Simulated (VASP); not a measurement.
# BaGaSiCl (P4/mmm) in VASP: notebook, part 2 of 2

VASP 6.6.1. Earlier steps stand in the parts before.

### Step 4. Single point, PBE

This run uses another cell than the first one, of 32.71 Å³/atom.

Contents of INCAR:

```
SYSTEM = BaGaSiCl
ALGO = Normal
EDIFF = 1E-6
ENCUT = 500
GGA = PE
GGA_COMPAT = .FALSE.
ISIF = 2
ISMEAR = 0
LASPH = .TRUE.
LCHARG = .FALSE.
LREAL = .FALSE.
LWAVE = .FALSE.
NBANDS = 25
NELM = 120
PREC = Accurate
SIGMA = 0.15
```

Contents of KPOINTS:

```
k-points
0
G
  3 3 2
  0 0 0
```

Contents of POSCAR:

```
BaGaSiCl
1.0
    4.7811745025      0.0000000000      0.0000000000
    0.0000000000      4.7811745025      0.0000000000
    0.0000000000      0.0000000000      5.7236560879
Ba Ga Si Cl
1 1 1 1
Direct
    0.0000000000      0.0000000000      0.0000000000
    0.5000000000      0.5000000000      0.5000000000
    0.5000000000      0.5000000000      0.0000000000
    0.0000000000      0.0000000000      0.5000000000
```

Potentials or basis: VASP PAW PBE potentials, release 64 (Ba_sv, Ga_d, Si, Cl).

The run is started by

```sh
$ cat potpaw_PBE.64/Ba_sv/POTCAR potpaw_PBE.64/Ga_d/POTCAR potpaw_PBE.64/Si/POTCAR potpaw_PBE.64/Cl/POTCAR > POTCAR
$ mpirun -np 1 vasp_std > vasp.out
```

OUTCAR:

```text
SYSTEM = BaGaSiCl
   EDIFF = 1E-6
   ENCUT = 500
   GGA = PE
   ISIF = 2
   ISMEAR = 0
   LASPH = .TRUE.
   LREAL = .FALSE.
   NELM = 120
   PREC = Accurate

 ion  position               nearest neighbor table
   1  0.000  0.000  0.000-   4 2.86   4 2.86   3 3.38   3 3.38   3 3.38   3 3.38
   2  0.500  0.500  0.500-   3 2.86   3 2.86
   3  0.500  0.500  0.000-   2 2.86   2 2.86   1 3.38   1 3.38   1 3.38   1 3.38
   4  0.000  0.000  0.500-   1 2.86   1 2.86

  LATTYP: Found a simple tetragonal cell.
 ALAT       =     4.7811745025
 C/A-ratio  =     1.1971234442

  Lattice vectors:

 A1 = (   4.7811745025,   0.0000000000,   0.0000000000)
 A2 = (   0.0000000000,   4.7811745025,   0.0000000000)
 A3 = (   0.0000000000,   0.0000000000,   5.7236560879)

Analysis of symmetry for initial positions (statically):
=====================================================================
 Subroutine PRICEL returns:
 Original cell was already a primitive cell.

 Routine SETGRP: Setting up the symmetry group for a
 simple tetragonal supercell.

 Subroutine GETGRP returns: Found 16 space group operations
[... 149 lines left out ...]
  energy without entropy =      -14.21929235  energy(sigma->0) =      -14.23958455

 E-fermi :   2.2820     XC(G=0):  -8.3049

 val. band max:        2.2159100556   @ k =   0.3333   0.3333   0.0000
 cond. band min:       2.3741892946   @ k =   0.3333   0.3333   0.5000
 fundamental gap:      0.1582792390
 Fermi energy:         2.2820440026

 k-point     1 :       0.0000    0.0000    0.0000
  band No.  band energies     occupation
      1     -24.9919      2.00000
      2     -13.3390      2.00000
      3     -12.8111      2.00000
      4     -12.8072      2.00000
      5     -12.7082      2.00000
      6     -12.7082      2.00000
[... 157 lines left out ...]
     24       7.3171      0.00000
     25       7.3446      0.00000

------------------------ aborting loop because EDIFF is reached ----------------------------------------

  FORCE on cell =-STRESS in cart. coord.  units (eV):
  Direction    XX          YY          ZZ          XY          YZ          ZX
  --------------------------------------------------------------------------------------
  -------------------------------------------------------------------------------------
  Total        0.1035687      0.1035687      0.4742513      0.0000000      0.0000000      0.0000000
  in kB        1.2682251      1.2682251      5.8073285      0.0000000      0.0000000      0.0000000
  external PRESSURE =       2.7812596 kB  Pullay stress =       0.0000000 kB

 VOLUME and BASIS-vectors are now :
 -----------------------------------------------------------------------------
  energy-cutoff  :      500.00
  volume of cell :      130.84
      direct lattice vectors                 reciprocal lattice vectors
     4.781174502  0.000000000  0.000000000     0.209153629  0.000000000  0.000000000
     0.000000000  4.781174502  0.000000000     0.000000000  0.209153629  0.000000000
     0.000000000  0.000000000  5.723656088     0.000000000  0.000000000  0.174713502

 POSITION                                       TOTAL-FORCE (eV/Angst)
 -----------------------------------------------------------------------------------
      0.00000      0.00000      0.00000         0.000000      0.000000      0.000000
      2.39059      2.39059      2.86183         0.000000      0.000000      0.000000
      2.39059      2.39059      0.00000         0.000000      0.000000      0.000000
      0.00000      0.00000      2.86183         0.000000      0.000000      0.000000
 -----------------------------------------------------------------------------------
    total drift:                                0.000000      0.000000      0.000000

  FREE ENERGIE OF THE ION-ELECTRON SYSTEM (eV)
  ---------------------------------------------------
  free  energy   TOTEN  =       -14.2598767471 eV

  energy  without entropy=      -14.2192923459  energy(sigma->0) =      -14.23958455
```

OSZICAR:

```text
N       E                     dE             d eps       ncg     rms          rms(c)
DAV:   1     0.259743533274E+03    0.25974E+03   -0.14610E+04   300   0.141E+03
DAV:   2     0.167301568619E+02   -0.24301E+03   -0.22549E+03   356   0.337E+02
DAV:   3    -0.136524282349E+02   -0.30383E+02   -0.29811E+02   374   0.108E+02
DAV:   4    -0.148932637760E+02   -0.12408E+01   -0.12357E+01   430   0.226E+01
DAV:   5    -0.149321013509E+02   -0.38838E-01   -0.38797E-01   398   0.330E+00    0.534E+00
DAV:   6    -0.143434054080E+02    0.58870E+00   -0.95772E-01   382   0.871E+00    0.333E+00
DAV:   7    -0.142530960510E+02    0.90309E-01   -0.47860E-01   382   0.283E+00    0.119E+00
DAV:   8    -0.142575109320E+02   -0.44149E-02   -0.55114E-02   412   0.176E+00    0.246E-01
DAV:   9    -0.142594706146E+02   -0.19597E-02   -0.59983E-03   374   0.553E-01    0.113E-01
DAV:  10    -0.142596658058E+02   -0.19519E-03   -0.77612E-04   388   0.146E-01    0.513E-02
DAV:  11    -0.142598718418E+02   -0.20604E-03   -0.32960E-04   367   0.106E-01    0.126E-02
DAV:  12    -0.142598710065E+02    0.83532E-06   -0.46063E-05   367   0.410E-02    0.640E-03
DAV:  13    -0.142598764975E+02   -0.54910E-05   -0.11928E-05   342   0.152E-02    0.297E-03
DAV:  14    -0.142598767471E+02   -0.24967E-06   -0.11300E-06   287   0.539E-03
   1 F= -.14259877E+02 E0= -.14239585E+02  d E =-.405844E-01
```

Run time: 32 s. Hardware: 1 thread of AMD EPYC 7R13, shared host; peak memory 0.23 GiB.

What came out:

* Free energy: -14.2599 eV
* Pressure: 0.3 GPa
* Band gap on the k mesh: zero (bands 17 and 18 overlap by 1.32 eV)

Caveat: the k points lie up to 0.55 Å⁻¹ apart, too coarse for converged energies and pressures of a metal; spin-orbit coupling is left out, which moves the levels of the heavy elements.

### Step 5. Single point, PBE

This run uses another cell than the first one, of 33.63 Å³/atom.

Contents of INCAR:

```
ALGO = Normal
EDIFF = 1E-6
ENCUT = 500
GGA = PE
GGA_COMPAT = F
ISIF = 2
ISMEAR = 0
LASPH = T
LCHARG = F
LREAL = F
LWAVE = F
NBANDS = 25
NELM = 120
PREC = Accurate
SIGMA = 0.15
```

Contents of KPOINTS:

```
k-points
0
Gamma
  3 3 3
```

Contents of POSCAR:

```
BaGaSiCl
1.0
    4.9069049686      0.0000000000      0.0000000000
    0.0000000000      4.9069049686      0.0000000000
    0.0000000000      0.0000000000      5.5863358674
Ba Ga Si Cl
1 1 1 1
Direct
    0.5000000000      0.5000000000      0.5000000000
    0.0000000000      0.0000000000      0.0000000000
    0.0000000000      0.0000000000      0.5000000000
    0.5000000000      0.5000000000      0.0000000000
```

The run is started by

```sh
$ cat potpaw_PBE.64/Ba_sv/POTCAR potpaw_PBE.64/Ga_d/POTCAR potpaw_PBE.64/Si/POTCAR potpaw_PBE.64/Cl/POTCAR > POTCAR
$ mpirun -np 1 vasp_std > vasp.out
```

It took 38 s on 1 thread of AMD EPYC 7R13, shared host; peak memory 0.23 GiB.

It converged, with:

- Free energy: -13.9321 eV
- Pressure: 0.3 GPa
- Band gap on the k mesh: zero (bands 17 and 18 overlap by 1.13 eV)

Stress tensor (GPa, compression positive):
```
-0.05  0.00  0.00
 0.00 -0.05  0.00
 0.00  0.00  0.98
```

Levels at points of the mesh, in eV from the Fermi level:
| k point | band 13 | band 14 | band 15 | band 16 | band 17 | band 18 | band 19 | band 20 | band 21 | band 22 |
| --- | --- | --- | --- | --- | --- | --- | --- | --- | --- | --- |
| (0.00, 0.00, 0.00) | -3.78 | -3.45 | -2.98 | -1.89 | 0.38 | 0.38 | 1.49 | 3.31 | 3.31 | 3.36 |

Caveat: the k points lie up to 0.43 Å⁻¹ apart, too coarse for converged energies and pressures of a metal; spin-orbit coupling is left out, which moves the levels of the heavy elements.

### Step 6. Single point, PBE

This run uses another cell than the first one, of 29.46 Å³/atom.

Contents of INCAR:

```
ALGO     = Normal         # electronic algorithm
EDIFF    = 1E-6           # SCF threshold, eV
ENCUT    = 500            # plane-wave cutoff, eV
GGA      = PE             # functional
GGA_COMPAT= False        
ISIF     = 2              # what is computed and relaxed
ISMEAR   = 0              # smearing method
LASPH    = True           # aspherical terms in the spheres
LCHARG   = True           # write CHGCAR
LELF     = True           # ELF
LREAL    = False          # projectors in reciprocal space
LVHAR    = True         
LWAVE    = False          # write WAVECAR
NBANDS   = 25             # bands
NELM     = 120            # most SCF steps
PREC     = Accurate       # precision mode
SIGMA    = 0.15           # smearing width, eV
```

Contents of KPOINTS:

```
k-points
0
Gamma
  4 4 3
```

Contents of POSCAR:

```
BaGaSiCl
1.0
    4.1686441397      0.0000000000      0.0000000000
    0.0000000000      4.1686441397      0.0000000000
    0.0000000000      0.0000000000      6.7822146861
Ba Ga Si Cl
1 1 1 1
Direct
    0.0000000000      0.0000000000      0.0000000000
    0.5000000000      0.5000000000      0.5000000000
    0.0000000000      0.0000000000      0.5000000000
    0.5000000000      0.5000000000      0.0000000000
```

Potentials or basis: VASP PAW PBE potentials, release 64 (Ba_sv, Ga_d, Si, Cl).

The run is started by

```sh
$ cat potpaw_PBE.64/Ba_sv/POTCAR potpaw_PBE.64/Ga_d/POTCAR potpaw_PBE.64/Si/POTCAR potpaw_PBE.64/Cl/POTCAR > POTCAR
$ mpirun -np 1 vasp_std > vasp.out
```

Wall time 52 s (1 thread of AMD EPYC 7R13, shared host); peak memory 0.22 GiB.

The run converged. Its results:

```
Free energy            : -14.4741 eV
Pressure               : 0.7 GPa
Band gap on the k mesh : zero (bands 17 and 18 overlap by 1.87 eV)
```

Levels at points of the mesh, in eV from the Fermi level:
| k point | band 14 | band 15 | band 16 | band 17 | band 18 | band 19 | band 20 | band 21 |
| --- | --- | --- | --- | --- | --- | --- | --- | --- |
| (0.00, 0.00, 0.00) | -4.95 | -2.08 | -0.89 | -0.32 | -0.32 | -0.18 | 2.47 | 2.89 |
| (0.50, 0.00, 0.00) | -5.96 | -5.61 | -0.03 | 1.19 | 1.26 | 2.53 | 2.63 | 2.63 |
| (0.50, 0.50, 0.00) | -4.82 | -4.68 | -2.69 | -2.69 | 0.69 | 0.77 | 0.77 | 2.91 |

Caveat: the k points lie up to 0.38 Å⁻¹ apart, too coarse for converged energies and pressures of a metal; spin-orbit coupling is left out, which moves the levels of the heavy elements.

### Step 7. The runs side by side

| cell | k mesh | gap on the mesh (eV) | pressure (GPa) |
| --- | --- | --- | --- |
| a = 4.204, b = 4.204, c = 6.751 Å, 4 atoms, atomic positions A | 3 × 3 × 3 | none | 0.5 |
| a = 4.135, b = 4.135, c = 7.125 Å, 4 atoms, atomic positions B | 3 × 3 × 3 | none | 0.4 |
| a = 4.781, b = 4.781, c = 5.724 Å, 4 atoms, atomic positions C | 3 × 3 × 2 | none | 0.3 |
| a = 4.907, b = 4.907, c = 5.586 Å, 4 atoms, atomic positions C | 3 × 3 × 3 | none | 0.3 |
| a = 4.169, b = 4.169, c = 6.782 Å, 4 atoms, atomic positions A | 4 × 4 × 3 | none | 0.7 |

Alike in all rows: task single point; level PBE; potentials or basis VASP PAW PBE potentials, release 64 (Ba_sv, Ga_d, Si, Cl); no spin polarisation; cutoff (eV) 500; smearing gaussian 0.15 eV.

Caveats: all runs use coarse meshes; spin-orbit coupling is left out, which moves the levels of the heavy elements.

Absolute energies hang on the potentials; compare differences alone.

The gap in the log of VASP goes by the Fermi energy; the results here count the filled bands.